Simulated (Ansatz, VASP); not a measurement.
## One calculation of Hf, two programs

```
Hf
1.0
     3.15812    0.00000    0.00000
    -1.57906    2.73501    0.00000
     0.00000    0.00000    5.00423
Hf
2
Direct
  0.33333 0.66667 0.25000
  0.66667 0.33333 0.75000
```

Alike in both runs: functional PBEsol; k mesh 18 × 18 × 10; occupations fermi-dirac, width 0.1 eV; no spin polarisation.

Ansatz relaxed the structure, and its values are those at the end. VASP's run is a single point on that final structure, the one shown.

```csv
,VASP,Ansatz
version,VASP 6.6.1,Ansatz 0.2.0
potentials or method,"VASP PAW PBE potentials, release 64 (Hf_pv)","PAW with Ansatz's default frozen-core files, scalar-relativistic"
plane-wave cutoff (eV),500,420
valence electrons in the cell,20,52
```

VASP gave:

* pressure (GPa): -0.4

Q: What did Ansatz give for the same quantities?

A: Pressure (GPa): 0.0.

VASP's potentials were made for PBE, not for PBEsol. VASP's potentials hold 20 valence electrons a cell and Ansatz's 52, so a difference there can come from the potentials and not from the codes.

Spin-orbit coupling is off throughout.
